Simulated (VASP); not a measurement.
# Cr (Im-3m) in VASP: further runs, part 2 of 2

VASP 6.6.1. Earlier steps stand in the parts before.

**3. Single point, LDA, collinear spin, ferromagnetic start (5.42 Å³/atom)**

This run uses another cell than the first one, of 5.42 Å³/atom.

INCAR reads:

```
SYSTEM = Cr
  PREC = Accurate
  ENCUT = 520
  EDIFF = 1E-6
  ISMEAR = -1
  SIGMA = 0.1
  LREAL = .False.
  LASPH = .True.
  NELM = 150
  ALGO = Normal
  ISIF = 2
  LWAVE = .False.
  LCHARG = .False.
  ISPIN = 2
  MAGMOM = 2
  LORBIT = 11
  LMAXMIX = 4
  GGA = CA
  NBANDS = 16
```

KPOINTS reads:

```
Automatic mesh
0
Gamma
  21 21 21
  0 0 0
```

POSCAR reads:

```
Cr
1.0
   -1.1067155901      1.1067155901      1.1067155901
    1.1067155901     -1.1067155901      1.1067155901
    1.1067155901      1.1067155901     -1.1067155901
Cr
1
Direct
    0.0000000000      0.0000000000      0.0000000000
```

Potentials or basis: VASP PAW LDA potentials, release 64 (Cr_pv).

Command:

```console
cat potpaw_LDA.64/Cr_pv/POTCAR > POTCAR
mpirun -np 1 vasp_std > vasp.out
```

OUTCAR:

```text
SYSTEM = Cr
   PREC = Accurate
   ENCUT = 520
   EDIFF = 1E-6
   ISMEAR = -1
   LREAL = .False.
   LASPH = .True.
   NELM = 150
   ISIF = 2
   ISPIN = 2
   LORBIT = 11
   GGA = CA

 ion  position               nearest neighbor table
   1  0.000  0.000  0.000-

  LATTYP: Found a body centered cubic cell.
 ALAT       =     2.2134311802

  Lattice vectors:

 A1 = (  -1.1067155901,   1.1067155901,   1.1067155901)
 A2 = (   1.1067155901,  -1.1067155901,   1.1067155901)
 A3 = (   1.1067155901,   1.1067155901,  -1.1067155901)

Analysis of symmetry for initial positions (statically):
=====================================================================
 Subroutine PRICEL returns:
 Original cell was already a primitive cell.

 Routine SETGRP: Setting up the symmetry group for a
 body centered cubic supercell.

 Subroutine GETGRP returns: Found 48 space group operations
 (whereof 48 operations were pure point group operations)
 out of a pool of 48 trial point group operations.

The static configuration has the point symmetry O_h .

Analysis of symmetry for dynamics (positions and initial velocities):
=====================================================================
 Subroutine PRICEL returns:
 Original cell was already a primitive cell.

 Routine SETGRP: Setting up the symmetry group for a
 body centered cubic supercell.

 Subroutine GETGRP returns: Found 48 space group operations
 (whereof 48 operations were pure point group operations)
 out of a pool of 48 trial point group operations.

The dynamic configuration has the point symmetry O_h .

Analysis of structural, dynamic, and magnetic symmetry:
=====================================================================
 Subroutine PRICEL returns:
 Original cell was already a primitive cell.

 Routine SETGRP: Setting up the symmetry group for a
 body centered cubic supercell.

 Subroutine GETGRP returns: Found 48 space group operations
 (whereof 48 operations were pure point group operations)
[... 128 lines left out ...]
   IVDW    =     0    specifies the selected vdW correction
   LEPSILON=     F    determine dielectric tensor
   LRPA    =     F    only Hartree local field effects (RPA)
 spin polarized calculation
  energy-cutoff  :      520.00
  volume of cell :        5.42
 maximum number of plane-waves:       153
   NGX =  7   NGY =  7   NGZ =  7

 number of electron      11.9999995 magnetization      -0.0007859

 number of electron      11.9999995 magnetization       0.0002328

 Free energy of the ion-electron system (eV)
  ---------------------------------------------------
  ext. energy  EPLUGINS =         0.00000000
  ---------------------------------------------------
  free energy    TOTEN  =        -2.51405355 eV

  energy without entropy =       -2.49524381  energy(sigma->0) =       -2.50464868

 E-fermi :  26.5214     XC(G=0): -18.9942

 val. band max:       26.5200093236   @ k =  -0.3810   0.3810   0.2381
 cond. band min:      26.5266050990   @ k =  -0.1905   0.2381   0.1429
 fundamental gap:      0.0065957754
 Fermi energy:        26.5214168175

 spin component 1

 k-point     1 :       0.0000    0.0000    0.0000
  band No.  band energies     occupation
      1     -14.3029      1.00000
      2     -14.3029      1.00000
      3     -14.3029      1.00000
      4      18.9589      1.00000
      5      23.2049      1.00000
      6      23.2049      1.00000
[... 435 lines left out ...]
      5      21.0835      1.00000
      6      24.1475      1.00000
[... 8 lines left out ...]
     15      74.6844      0.00000
     16      78.3375      0.00000

 [... further k-points ...]

 spin component 2

 k-point     1 :       0.0000    0.0000    0.0000
  band No.  band energies     occupation
      1     -14.3026      1.00000
      2     -14.3026      1.00000
      3     -14.3026      1.00000
      4      18.9590      1.00000
      5      23.2051      1.00000
      6      23.2051      1.00000
[... 435 lines left out ...]
      5      21.0837      1.00000
      6      24.1477      1.00000
[... 8 lines left out ...]
     15      74.6845      0.00000
     16      78.3376      0.00000

 [... further k-points ...]
[... 5 lines left out ...]
  --------------------------------------------------------------------------------------
  -------------------------------------------------------------------------------------
  Total       29.4008268     29.4008268     29.4008268     -0.0000000      0.0000000      0.0000000
  in kB     8687.6447164   8687.6447164   8687.6447164     -0.0000000      0.0000000      0.0000000
  external PRESSURE =    8687.6447164 kB  Pullay stress =       0.0000000 kB

 VOLUME and BASIS-vectors are now :
 -----------------------------------------------------------------------------
  energy-cutoff  :      520.00
  volume of cell :        5.42
      direct lattice vectors                 reciprocal lattice vectors
    -1.106715590  1.106715590  1.106715590     0.000000000  0.451787256  0.451787256
     1.106715590 -1.106715590  1.106715590     0.451787256  0.000000000  0.451787256
     1.106715590  1.106715590 -1.106715590     0.451787256  0.451787256  0.000000000

 POSITION                                       TOTAL-FORCE (eV/Angst)
 -----------------------------------------------------------------------------------
      0.00000      0.00000      0.00000         0.000000      0.000000     -0.000000
 -----------------------------------------------------------------------------------
    total drift:                               -0.000000     -0.000000     -0.000000

  FREE ENERGIE OF THE ION-ELECTRON SYSTEM (eV)
  ---------------------------------------------------
  free  energy   TOTEN  =        -2.5140535473 eV

  energy  without entropy=       -2.4952438090  energy(sigma->0) =       -2.50464868

 total charge

# of ion       s       p       d       tot
------------------------------------------
    1        0.695   7.047   6.240  13.982

 magnetization (x)

# of ion       s       p       d       tot
------------------------------------------
    1        0.000   0.000   0.000   0.000
```

Wall time 37 s (1 thread of Intel Xeon 8259CL, shared host); peak memory 0.14 GiB.

The run converged, but its numbers aren't listed here, since they failed a check.

Caveat: atoms lie so close that the PAW spheres overlap strongly, which falsifies energies and pressures; the cell stands under pressure.

**4. Single point, LDA, collinear spin, ferromagnetic start (6.51 Å³/atom)**

This run uses another cell than the first one, of 6.51 Å³/atom.

INCAR reads:

```
PREC = Accurate
ENCUT = 520
EDIFF = 1E-6
ISMEAR = -1
SIGMA = 0.1
LREAL = False
LASPH = True
NELM = 150
ALGO = Normal
ISIF = 2
LWAVE = False
LCHARG = False
ISPIN = 2
MAGMOM = 2
LORBIT = 11
LMAXMIX = 4
NBANDS = 16
```

KPOINTS reads:

```
Automatic mesh
0
Gamma
  21 21 21
```

POSCAR reads:

```
Cr
1.0
   -1.1760608055      1.1760608055      1.1760608055
    1.1760608055     -1.1760608055      1.1760608055
    1.1760608055      1.1760608055     -1.1760608055
Cr
1
Direct
    0.0000000000      0.0000000000      0.0000000000
```

Command:

```console
cat potpaw_LDA.64/Cr_pv/POTCAR > POTCAR
mpirun -np 1 vasp_std > vasp.out
```

Wall time 50 s (1 thread of Intel Xeon 8259CL, shared host); peak memory 0.15 GiB.

It converged, with:

| Property | Result |
| --- | --- |
| Free energy | -6.7694 eV |
| Pressure | 440.4 GPa |
| Band gap on the k mesh | zero (filled and empty bands overlap) |
| Net moment | 0.00 μB per cell |

Levels at points of the mesh, in eV from the Fermi level:
Spin up:
```
           k point  band 3  band 4  band 5  band 6  band 7  band 8  band 9  band 10
(0.00, 0.00, 0.00)  -41.29   -8.57   -2.42   -2.42   -2.42    1.74    1.74     5.65
```
Spin down:
```tsv
k point	band 2	band 3	band 4	band 5	band 6	band 7	band 8	band 9	band 10	band 11
(0.00, 0.00, 0.00)	-41.29	-41.29	-8.57	-2.42	-2.42	-2.42	1.74	1.74	5.65	26.09
```

Caveat: the cell stands under pressure.

**5. Single point, LDA, collinear spin, ferromagnetic start (6.51 Å³/atom)**

This run uses another cell than the first one, of 6.51 Å³/atom.

INCAR reads:

```
SYSTEM = Cr
PREC = Accurate
ENCUT = 520
EDIFF = 1E-6
ISMEAR = -1
SIGMA = 0.1
LREAL = .FALSE.
LASPH = .TRUE.
NELM = 150
ALGO = Normal
ISIF = 2
LWAVE = .FALSE.
LCHARG = .FALSE.
ISPIN = 2
MAGMOM = 2
LORBIT = 11
LMAXMIX = 4
GGA = CA
NBANDS = 16
```

KPOINTS reads:

```
regular mesh
0
G
  21 21 21
  0 0 0
```

POSCAR is that of step 4.

Command:

```console
cat potpaw_LDA.64/Cr_pv/POTCAR > POTCAR
mpirun -np 1 vasp_std > vasp.out
```

It took 51 s on 1 thread of Intel Xeon 8259CL, shared host; peak memory 0.15 GiB.

The run converged. Its results:

| Item | Value |
| --- | --- |
| Free energy | -6.7694 eV |
| Pressure | 440.4 GPa |
| Band gap on the k mesh | zero (filled and empty bands overlap) |
| Net moment | 0.00 μB per cell |

Levels at points of the mesh, in eV from the Fermi level:
Spin up:
```csv
k point,band 2,band 3,band 4,band 5,band 6,band 7,band 8,band 9,band 10,band 11
"(0.00, 0.00, 0.00)",-41.29,-41.29,-8.57,-2.42,-2.42,-2.42,1.74,1.74,5.65,26.09
```
Spin down:
```
           k point  band 2  band 3  band 4  band 5  band 6  band 7  band 8  band 9  band 10  band 11
(0.00, 0.00, 0.00)  -41.29  -41.29   -8.57   -2.42   -2.42   -2.42    1.74    1.74     5.65    26.09
```

Caveat: the cell stands under pressure.

**6. Single point, LDA, collinear spin, ferromagnetic start (7.59 Å³/atom)**

This run uses another cell than the first one, of 7.59 Å³/atom.

INCAR reads:

```
SYSTEM = Cr
  PREC = Accurate
  ENCUT = 520
  EDIFF = 1E-7
  ISMEAR = -1
  SIGMA = 0.1
  LREAL = .FALSE.
  LASPH = .TRUE.
  NELM = 150
  ALGO = Normal
  ISIF = 2
  LWAVE = .FALSE.
  LCHARG = .FALSE.
  ISPIN = 2
  MAGMOM = 2
  LORBIT = 11
  LMAXMIX = 4
  NBANDS = 16
```

KPOINTS is that of step 5.

POSCAR reads:

```
Cr
1.0
   -1.2380704927      1.2380704927      1.2380704927
    1.2380704927     -1.2380704927      1.2380704927
    1.2380704927      1.2380704927     -1.2380704927
Cr
1
Direct
    0.0000000000      0.0000000000      0.0000000000
```

Potentials or basis: VASP PAW LDA potentials, release 64 (Cr_pv).

Command:

```console
cat potpaw_LDA.64/Cr_pv/POTCAR > POTCAR
mpirun -np 1 vasp_std > vasp.out
```

Run time: 61 s. Hardware: 1 thread of Intel Xeon 8259CL, shared host; peak memory 0.16 GiB.

The run converged. Its results:

| Item | Value |
| --- | --- |
| Free energy | -8.9462 eV |
| Pressure | 225.4 GPa |
| Band gap on the k mesh | zero (filled and empty bands overlap) |
| Net moment | 0.00 μB per cell |

Levels at points of the mesh, in eV from the Fermi level:
Spin up:
```
           k point  band 2  band 3  band 4  band 5  band 6  band 7  band 8  band 9  band 10  band 11
(0.00, 0.00, 0.00)  -41.64  -41.64   -8.77   -1.85   -1.85   -1.85    1.61    1.61     5.61    25.23
```
Spin down:
| k point | band 4 | band 5 | band 6 | band 7 | band 8 | band 9 |
| --- | --- | --- | --- | --- | --- | --- |
| (0.00, 0.00, 0.00) | -8.77 | -1.85 | -1.85 | -1.85 | 1.61 | 1.61 |

Caveat: the cell stands under pressure; an empty level that is flat over the whole mesh can mark a ghost state of the potentials, or a narrow d or f band.
